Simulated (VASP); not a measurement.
# BaTiO3 (Amm2) in VASP: a series of runs, part 2 of 2

VASP 6.6.1.

### 3 Relaxation of cell and atoms, PBEsol

This run uses another cell than the first one, of 12.84 Å³/atom.

File INCAR:

```
SYSTEM = BaTiO3
  ALGO = Normal
  EDIFF = 1E-7
  EDIFFG = -0.005
  ENCUT = 600
  GGA = PS
  IBRION = 2
  ISIF = 3
  ISMEAR = 1
  KPAR = 2
  LASPH = .True.
  LCHARG = .False.
  LREAL = .False.
  LWAVE = .False.
  NELM = 80
  NSW = 90
  PREC = Accurate
  SIGMA = 0.1
```

File KPOINTS:

```
k-points
0
Gamma
  10 10 10
  0 0 0
```

File POSCAR:

```
BaTiO3                                  
1.0
    3.9600291184      0.0000000000      0.0000000000
    0.0000000000      2.8408957482      2.8525864088
    0.0000000000     -2.8408957482      2.8525864088
  Ba              Ti              O             
     1     1     3
Direct
     0.0000000000000000    0.0068233913709192    0.0068233913709192
     0.5000000000000000    0.5208259102374667    0.5208259102374667
     0.0000000000000000    0.4915200957100500    0.4915200957100500
     0.5000000000000000    0.4940535530413172    0.9836570496402512
     0.5000000000000000    0.9836570496402512    0.4940535530413172
```

Potentials or basis: VASP PAW PBE potentials, release 64 (Ba_sv, Ti_sv, O).

Command:

```
cat potpaw_PBE.64/Ba_sv/POTCAR potpaw_PBE.64/Ti_sv/POTCAR potpaw_PBE.64/O/POTCAR > POTCAR
mpirun -np 2 vasp_std > vasp.out
```

OUTCAR:

```text
SYSTEM = BaTiO3
   EDIFF = 1E-7
   EDIFFG = -0.005
   ENCUT = 600
   GGA = PS
   IBRION = 2
   ISIF = 3
   ISMEAR = 1
   LASPH = .True.
   LREAL = .False.
   NELM = 80
   NSW = 90
   PREC = Accurate

 ion  position               nearest neighbor table
   1  0.000  0.007  0.007-   3 2.77   4 2.79   5 2.79   4 2.79   5 2.79   3 2.84   3 2.84   5 2.86
                             4 2.86   5 2.86   4 2.86   3 2.94   2 3.41   2 3.41   2 3.46   2 3.46
   2  0.500  0.521  0.521-   4 1.87   5 1.87   3 1.99   3 1.99   5 2.17   4 2.17   1 3.41   1 3.41
                             1 3.46   1 3.46   1 3.46   1 3.46   1 3.54   1 3.54
   3  0.000  0.492  0.492-   2 1.99   2 1.99   1 2.77   1 2.84   1 2.84   1 2.94
   4  0.500  0.494  0.984-   2 1.87   2 2.17   1 2.79   1 2.79   1 2.86   1 2.86
   5  0.500  0.984  0.494-   2 1.87   2 2.17   1 2.79   1 2.79   1 2.86   1 2.86

  LATTYP: Found a base centered orthorhombic cell.
 ALAT       =     5.6817914964
 B/A-ratio  =     1.0041151319
 C/A-ratio  =     0.6969683982

  Lattice vectors:

 A1 = (   0.0000000000,   2.8408957482,  -2.8525864088)
 A2 = (   0.0000000000,   2.8408957482,   2.8525864088)
 A3 = (   3.9600291184,   0.0000000000,   0.0000000000)

Analysis of symmetry for initial positions (statically):
=====================================================================
 Subroutine PRICEL returns:
 Original cell was already a primitive cell.

 Routine SETGRP: Setting up the symmetry group for a
 base centered orthorhombic supercell.

 Subroutine GETGRP returns: Found  4 space group operations
 (whereof  4 operations were pure point group operations)
 out of a pool of  8 trial point group operations.

The static configuration has the point symmetry C_2v.

Analysis of symmetry for dynamics (positions and initial velocities):
=====================================================================
 Subroutine PRICEL returns:
 Original cell was already a primitive cell.
[... 192 lines left out ...]
 -----------------------------------------------------------------------------------
    total drift:                                0.000000      0.000001      0.000520

  FREE ENERGIE OF THE ION-ELECTRON SYSTEM (eV)
  ---------------------------------------------------
  free  energy   TOTEN  =       -42.0127801799 eV

  energy  without entropy=      -42.0137940752  energy(sigma->0) =      -42.01311814

--------------------------------------- Ionic step        2  -------------------------------------------

 number of electron      39.9999992 magnetization

 Free energy of the ion-electron system (eV)
  ---------------------------------------------------
  ext. energy  EPLUGINS =         0.00000000
  ---------------------------------------------------
  free energy    TOTEN  =       -42.01278362 eV

  energy without entropy =      -42.01379809  energy(sigma->0) =      -42.01312178

 E-fermi :   3.6834     XC(G=0): -11.4976

 val. band max:        3.6787514411   @ k =   0.5000   0.5000   0.5000
 cond. band min:       5.7778664503   @ k =   0.0000   0.0000   0.0000
 fundamental gap:      2.0991150092
 Fermi energy:         3.6833595236

 k-point     1 :       0.0000    0.0000    0.0000
  band No.  band energies     occupation
      1     -52.4478      2.00000
      2     -28.8280      2.00000
      3     -28.8239      2.00000
      4     -28.7765      2.00000
      5     -21.1145      2.00000
      6     -13.1268      2.00000
[... 637 lines left out ...]
     23       7.6164      0.00000
     24       8.5797      0.00000

 [... further k-points ...]

------------------------ aborting loop because EDIFF is reached ----------------------------------------

  FORCE on cell =-STRESS in cart. coord.  units (eV):
  Direction    XX          YY          ZZ          XY          YZ          ZX
  --------------------------------------------------------------------------------------
  -------------------------------------------------------------------------------------
  Total       -0.0018631     -0.0061012     -0.0096440      0.0000000      0.0000000      0.0000000
  in kB       -0.0465116     -0.1523124     -0.2407540      0.0000000      0.0000000      0.0000000
  external PRESSURE =      -0.1465260 kB  Pullay stress =       0.0000000 kB

 VOLUME and BASIS-vectors are now :
 -----------------------------------------------------------------------------
  energy-cutoff  :      600.00
  volume of cell :       64.18
      direct lattice vectors                 reciprocal lattice vectors
     3.959951166  0.000000000  0.000000000     0.252528367  0.000000000  0.000000000
     0.000000000  2.841027520  2.852313069     0.000000000  0.175992663  0.175296325
     0.000000000 -2.841027520  2.852313069     0.000000000 -0.175992663  0.175296325

 POSITION                                       TOTAL-FORCE (eV/Angst)
 -----------------------------------------------------------------------------------
      0.00000      0.00000      0.03885         0.000000      0.000000     -0.001345
      1.97998      0.00000      2.97100         0.000000      0.000000     -0.001799
      0.00000      0.00000      2.80378         0.000000      0.000000     -0.000845
      1.97998     -1.39118      4.21507         0.000000     -0.000773      0.001995
      1.97998      1.39118      4.21507         0.000000      0.000773      0.001995
 -----------------------------------------------------------------------------------
    total drift:                                0.000000      0.000001      0.000320

  FREE ENERGIE OF THE ION-ELECTRON SYSTEM (eV)
  ---------------------------------------------------
  free  energy   TOTEN  =       -42.0127836219 eV

  energy  without entropy=      -42.0137980880  energy(sigma->0) =      -42.01312178

 reached required accuracy - stopping structural energy minimisation
```

OSZICAR:

```text
N       E                     dE             d eps       ncg     rms          rms(c)
DAV:   1     0.489042507887E+03    0.48904E+03   -0.23222E+04  8928   0.201E+03
DAV:   2     0.416055521150E+01   -0.48488E+03   -0.47682E+03 10712   0.520E+02
[... 17 lines left out ...]
       N       E                     dE             d eps       ncg     rms          rms(c)
DAV:   1    -0.420127836862E+02   -0.35232E-05   -0.12144E-03  9008   0.314E-01    0.137E-02
DAV:   2    -0.420127847361E+02   -0.10500E-05   -0.51824E-05  9664   0.608E-02    0.957E-03
DAV:   3    -0.420127838981E+02    0.83807E-06   -0.48069E-06 13056   0.166E-02    0.465E-03
DAV:   4    -0.420127835747E+02    0.32340E-06   -0.13538E-06 13536   0.111E-02    0.228E-03
DAV:   5    -0.420127836219E+02   -0.47272E-07   -0.19013E-07  8144   0.415E-03
   2 F= -.42012784E+02 E0= -.42013122E+02  d E =-.344207E-05
```

Run time: 2.8 min. Hardware: 2 MPI ranks of Intel Xeon Platinum 8259CL at 2.50GHz (Skylake/Cascade Lake), shared host; peak memory 0.45 GiB.

What came out:

* Free energy: -42.0128 eV
* Energy gained by relaxing: 0.0 meV/atom
* Ionic steps: 2
* Pressure after relaxing: 0.0 GPa
* Band gap on the k mesh: 2.10 eV (least direct gap 2.48 eV)

Forces on the atoms (eV/Å):
```
Ba   0.000  0.000 -0.001
Ti   0.000  0.000 -0.002
O    0.000  0.000 -0.001
O    0.000 -0.001  0.002
O    0.000  0.001  0.002
```

Final structure:
```
Ba Ti O
1.0
     3.95995    0.00000    0.00000
     0.00000    2.84103    2.85231
     0.00000   -2.84103    2.85231
Ba Ti O
1 1 3
Direct
  0.00000 0.00681 0.00681
  0.50000 0.52080 0.52080
  0.00000 0.49149 0.49149
  0.50000 0.49405 0.98372
  0.50000 0.98372 0.49405
```

Caveat: the PAW data sets were made with another functional, which shifts forces and pressure a little; spin-orbit coupling is left out, which moves the levels of the heavy elements.
